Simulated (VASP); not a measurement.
# Li (P-3m1) in VASP: single point with PBE

Aim: the single point of Li with PBE.

Everything below comes from runs of VASP 6.6.1. Logs are shortened: lines on timing, memory, paths and dates and some standing lists are left out, and cuts for length are marked.

## 1. The cell of the first run

It takes space group P-3m1 (No. 164, trigonal). Conventional cell: a = 3.835 Å, b = 3.835 Å, c = 6.390 Å, α = 90.00°, β = 90.00°, γ = 120.00°. Li (site symmetry 3m) has 4 Li at 2.52 Å within 3.3 Å. Within 3.3 Å of Li (site symmetry 3m) lie 6 Li at 2.52 to 2.65 Å.

## 2. Single point, PBE

INCAR

```
  PREC = Accurate
  ENCUT = 520
  EDIFF = 1E-6
  ISMEAR = 0
  SIGMA = 0.1
  LREAL = False
  LASPH = True
  NELM = 100
  ALGO = Normal
  ISIF = 2
  LWAVE = False
  LCHARG = False
  GGA = PE
  NBANDS = 14
```

KPOINTS

```
Automatic mesh
0
Gamma
  6 6 4
```

POSCAR

```
Li
1.0
    3.8348714600      0.0000000000      0.0000000000
   -1.9174357300      3.3210961000      0.0000000000
    0.0000000000      0.0000000000      6.3897489200
Li
4
Direct
    0.0000000000      0.0000000000      0.8025568000
    0.0000000000      0.0000000000      0.1974432000
    0.3333333300      0.6666666700      0.6146058900
    0.6666666700      0.3333333300      0.3853941100
```

Potentials or basis: VASP PAW PBE potentials, release 64 (Li_sv).

Launch:

```bash
cat potpaw_PBE.64/Li_sv/POTCAR > POTCAR
mpirun -np 1 vasp_std > vasp.out
```

OUTCAR:

```text
PREC = Accurate
   ENCUT = 520
   EDIFF = 1E-6
   ISMEAR = 0
   LREAL = False
   LASPH = True
   NELM = 100
   ISIF = 2
   GGA = PE

 ion  position               nearest neighbor table
   1  0.000  0.000  0.803-   3 2.52   3 2.52   3 2.52   2 2.52
   2  0.000  0.000  0.197-   4 2.52   4 2.52   4 2.52   1 2.52
   3  0.333  0.667  0.615-   1 2.52   1 2.52   1 2.52
   4  0.667  0.333  0.385-   2 2.52   2 2.52   2 2.52

  LATTYP: Found a hexagonal cell.
 ALAT       =     3.8348714600
 C/A-ratio  =     1.6662224501

  Lattice vectors:

 A1 = (   3.8348714600,   0.0000000000,   0.0000000000)
 A2 = (  -1.9174357300,   3.3210961000,   0.0000000000)
 A3 = (   0.0000000000,   0.0000000000,   6.3897489200)

Analysis of symmetry for initial positions (statically):
=====================================================================
 Subroutine PRICEL returns:
 Original cell was already a primitive cell.

 Routine SETGRP: Setting up the symmetry group for a
 hexagonal supercell.

 Subroutine GETGRP returns: Found 12 space group operations
 (whereof 12 operations were pure point group operations)
 out of a pool of 24 trial point group operations.

The static configuration has the point symmetry D_3d.

Analysis of symmetry for dynamics (positions and initial velocities):
=====================================================================
 Subroutine PRICEL returns:
 Original cell was already a primitive cell.

 Routine SETGRP: Setting up the symmetry group for a
 hexagonal supercell.

 Subroutine GETGRP returns: Found 12 space group operations
 (whereof 12 operations were pure point group operations)
 out of a pool of 24 trial point group operations.

The dynamic configuration has the point symmetry D_3d.

 Subroutine INISYM returns: Found 12 space group operations
 (whereof 12 operations are pure point group operations),
 and found     1 'primitive' translations

----------------------------------------------------------------------------------------

                                     Primitive cell

  volume of cell :      81.3797

  direct lattice vectors                    reciprocal lattice vectors
     3.834871460  0.000000000  0.000000000     0.260764933  0.150552705  0.000000000
    -1.917435730  3.321096100  0.000000000     0.000000000  0.301105409  0.000000000
     0.000000000  0.000000000  6.389748920     0.000000000  0.000000000  0.156500672

  length of vectors
     3.834871460  3.834871456  6.389748920     0.301105409  0.301105409  0.156500672

  position of ions in fractional coordinates (direct lattice)
     0.000000000  0.000000000  0.802556800
     0.000000000  0.000000000  0.197443200
     0.333333330  0.666666670  0.614605890
     0.666666670  0.333333330  0.385394110

  ion indices of the primitive-cell ions
   primitive index   ion index
                 1           1
                 2           2
                 3           3
                 4           4

----------------------------------------------------------------------------------------

 KPOINTS: Automatic mesh

Automatic generation of k-mesh.
 Grid dimensions read from file:
 generate k-points for:    6    6    4

 Generating k-lattice:

  Cartesian coordinates                     Fractional coordinates (reciprocal lattice)
     0.043460822  0.025092117  0.000000000     0.166666667 -0.000000000  0.000000000
     0.000000000  0.050184235  0.000000000     0.000000000  0.166666667  0.000000000
     0.000000000  0.000000000  0.039125168     0.000000000  0.000000000  0.250000000

  Length of vectors
     0.050184235  0.050184235  0.039125168

  Shift w.r.t. Gamma in fractional coordinates (k-lattice)
     0.000000000  0.000000000  0.000000000

 Subroutine IBZKPT returns following result:
 ===========================================

 Found     24 irreducible k-points:

 Following reciprocal coordinates:
            Coordinates               Weight
  0.000000  0.000000  0.000000      1.000000
  0.166667  0.000000  0.000000      6.000000
  0.333333  0.000000  0.000000      6.000000
  0.500000  0.000000  0.000000      3.000000
  0.166667  0.166667  0.000000      6.000000
  0.333333  0.166667  0.000000     12.000000
[... 16 lines left out ...]
  0.333333  0.166667  0.500000     12.000000
  0.333333  0.333333  0.500000      2.000000
   k-points           NKPTS =     24   k-points in BZ     NKDIM =     24   number of bands    NBANDS=     14
   number of dos      NEDOS =    301   number of ions     NIONS =      4
   total plane-waves  NPLWV =  43200
   dimension x,y,z NGX =    30 NGY =   30 NGZ =   48
   dimension x,y,z NGXF=    60 NGYF=   60 NGZF=   96
   ions per type =               4
   NGX,Y,Z   is equivalent  to a cutoff of  13.01, 13.01, 12.49 a.u.
   NGXF,Y,Z  is equivalent  to a cutoff of  26.01, 26.01, 24.98 a.u.
 SYSTEM =  unknown system
   PREC   = accura    normal or accurate (medium, high low for compatibility)
   ISTART =      0    job   : 0-new  1-cont  2-samecut
   ICHARG =      2    charge: 1-file 2-atom 10-const
   ISPIN  =      1    spin polarized calculation?
   LNONCOLLINEAR =      F non collinear calculations
   LSORBIT =      F    spin-orbit coupling
   LASPH  =      T    aspherical Exc in radial PAW
   ENCUT  =  520.0 eV  38.22 Ry    6.18 a.u.   7.13  7.13 11.88*2*pi/ulx,y,z
   NELM   =    100;   NELMIN=  2; NELMDL= -5     # of ELM steps
   EDIFF  = 0.1E-05   stopping-criterion for ELM
   LREAL  =      F    real-space projection
   EDIFFG = 0.1E-04   stopping-criterion for IOM
   NSW    =      0    number of steps for IOM
   IBRION =     -1    ionic relax: 0-MD 1-quasi-New 2-CG
   NFREE  =      0    steps in history (QN), initial steepest desc. (CG)
   ISIF   =      2    stress and relaxation
   ISYM   =      2    0-nonsym 1-usesym 2-fastsym
   POTIM  = 0.5000    time-step for ionic-motion
   TEBEG  =    0.0;   TEEND  =   0.0 temperature during run
   PSTRESS=    0.0 pullay stress
   NELECT =      12.0000    total number of electrons
   NUPDOWN=      -1.0000    fix difference up-down
   EMIN   =  10.00;   EMAX   =-10.00  energy-range for DOS
   EFERMI =   0.00;   METHOD = LEGACY
   ISMEAR =     0;   SIGMA  =   0.10  broadening in eV -4-tet -1-fermi 0-gaus
   EFERMI_NEDOS =   21; number of points for ismear=-14 and -15
   IALGO  =     38    algorithm
   IMIX   =      4    mixing-type and parameters
     AMIX     =   0.40;   BMIX     =  1.00
     AMIX_MAG =   1.60;   BMIX_MAG =  1.00
  volume/ion in A,a.u.               =      20.34       137.29
  Fermi-wavevector in a.u.,A,eV,Ry     =   0.864895  1.634414 10.177741  0.748043
  Thomas-Fermi vector in A             =   1.983058
   LORBIT       =      0    0 simple, 1 ext, 2 COOP (PROOUT), +10 PAW based schemes
   GGA     = PE    functional components
   LHFCALC =     F    Hartree Fock is set to
   AEXX    =    0.0000 exact exchange contribution
   IVDW    =     0    specifies the selected vdW correction
   LEPSILON=     F    determine dielectric tensor
   LRPA    =     F    only Hartree local field effects (RPA)
 non-spin polarized calculation
 Gauss-broadening in eV      SIGMA  =   0.10
  energy-cutoff  :      520.00
  volume of cell :       81.38
 maximum number of plane-waves:      2226
 NGX is ok and might be reduce to    30
   NGX = 15   NGY = 15   NGZ = 23

 number of electron      11.9999947 magnetization

 Free energy of the ion-electron system (eV)
  ---------------------------------------------------
  ext. energy  EPLUGINS =         0.00000000
  ---------------------------------------------------
  free energy    TOTEN  =        -6.46403368 eV

  energy without entropy =       -6.45206267  energy(sigma->0) =       -6.45804817

 E-fermi :   0.5722     XC(G=0):  -6.9922

 val. band max:        0.5563086163   @ k =   0.3333   0.0000   0.0000
 cond. band min:       0.6158503112   @ k =   0.3333   0.1667   0.2500
 fundamental gap:      0.0595416950
 Fermi energy:         0.5721769739

 k-point     1 :       0.0000    0.0000    0.0000
  band No.  band energies     occupation
      1     -46.5606      2.00000
      2     -46.5381      2.00000
      3     -46.1603      2.00000
      4     -46.1205      2.00000
      5      -2.8998      2.00000
      6      -0.3279      2.00000
      7       0.1944      2.00000
      8       6.4614      0.00000
      9       6.4614      0.00000
     10       6.7897      0.00000
     11       6.7897      0.00000
     12       7.4136      0.00000
     13       9.3178      0.00000
     14       9.3990      0.00000

 k-point     2 :       0.1667    0.0000    0.0000
  band No.  band energies     occupation
      1     -46.5597      2.00000
      2     -46.5374      2.00000
      3     -46.1584      2.00000
      4     -46.1233      2.00000
      5      -2.6275      2.00000
      6      -0.0425      2.00000
      7       0.4165      1.97233
      8       4.2758      0.00000
      9       4.9775      0.00000
     10       6.5819      0.00000
     11       7.4839      0.00000
     12       7.6445      0.00000
     13       8.1073      0.00000
     14       9.0342      0.00000

 k-point     3 :       0.3333    0.0000    0.0000
  band No.  band energies     occupation
      1     -46.5581      2.00000
      2     -46.5360      2.00000
      3     -46.1533      2.00000
      4     -46.1302      2.00000
      5      -1.8102      2.00000
      6       0.5563      1.17756
      7       1.0914      0.00000
      8       2.1220      0.00000
      9       3.9238      0.00000
     10       4.5567      0.00000
     11       5.5473      0.00000
     12       6.9322      0.00000
     13       7.6516      0.00000
     14       8.6191      0.00000
[... 324 lines left out ...]
 k-point    23 :       0.3333    0.1667    0.5000
  band No.  band energies     occupation
      1     -46.5570      2.00000
      2     -46.5355      2.00000
      3     -46.1489      2.00000
      4     -46.1355      2.00000
      5      -0.6123      2.00000
      6      -0.0823      2.00000
      7       1.2292      0.00000
      8       2.0991      0.00000
      9       2.8137      0.00000
     10       3.7627      0.00000
     11       5.1380      0.00000
     12       6.0726      0.00000
     13       7.8009      0.00000
     14       8.7435      0.00000

 k-point    24 :       0.3333    0.3333    0.5000
  band No.  band energies     occupation
      1     -46.5567      2.00000
      2     -46.5352      2.00000
      3     -46.1425      2.00000
      4     -46.1425      2.00000
      5       0.4030      1.98324
      6       0.6739      0.15044
      7       0.6739      0.15043
      8       1.6810      0.00000
      9       1.6810      0.00000
     10       2.6882      0.00000
     11       5.4795      0.00000
     12       6.8152      0.00000
     13       6.8152      0.00000
     14       9.6381      0.00000

------------------------ aborting loop because EDIFF is reached ----------------------------------------

  FORCE on cell =-STRESS in cart. coord.  units (eV):
  Direction    XX          YY          ZZ          XY          YZ          ZX
  --------------------------------------------------------------------------------------
  -------------------------------------------------------------------------------------
  Total        0.4234625      0.4234625      1.0985823      0.0000000      0.0000000      0.0000000
  in kB        8.3369945      8.3369945     21.6285367      0.0000000      0.0000000      0.0000000
  external PRESSURE =      12.7675086 kB  Pullay stress =       0.0000000 kB

 VOLUME and BASIS-vectors are now :
 -----------------------------------------------------------------------------
  energy-cutoff  :      520.00
  volume of cell :       81.38
      direct lattice vectors                 reciprocal lattice vectors
     3.834871460  0.000000000  0.000000000     0.260764933  0.150552705  0.000000000
    -1.917435730  3.321096100  0.000000000     0.000000000  0.301105409  0.000000000
     0.000000000  0.000000000  6.389748920     0.000000000  0.000000000  0.156500672

 POSITION                                       TOTAL-FORCE (eV/Angst)
 -----------------------------------------------------------------------------------
      0.00000      0.00000      5.12814         0.000000     -0.000000      0.158739
      0.00000      0.00000      1.26161         0.000000      0.000000     -0.158739
     -0.00000      2.21406      3.92718        -0.000000     -0.000000     -0.308259
      1.91744      1.10703      2.46257         0.000000      0.000000      0.308259
 -----------------------------------------------------------------------------------
    total drift:                                0.000000      0.000000      0.000000

  FREE ENERGIE OF THE ION-ELECTRON SYSTEM (eV)
  ---------------------------------------------------
  free  energy   TOTEN  =        -6.4640336785 eV

  energy  without entropy=       -6.4520626687  energy(sigma->0) =       -6.45804817
```

Wall time 15 s (1 thread of Intel Xeon 6975P-C (Granite Rapids), shared host); peak memory 0.18 GiB.

What came out:

| Item | Value |
| --- | --- |
| Free energy | -6.4640 eV |
| Largest force | 0.308 eV/Å |
| Band gap on the k mesh | zero (band 6 reaches 0.67 eV, above the bottom of band 7 at 0.19 eV) |

Forces on the atoms (eV/Å):
```
Li   0.000  0.000  0.159
Li   0.000  0.000 -0.159
Li   0.000  0.000 -0.308
Li   0.000  0.000  0.308
```

Caveat: the cutoff is under 1.25 times the usual one of these potentials, so pressure, stress and relaxed cells hold a basis-set (Pulay) error.
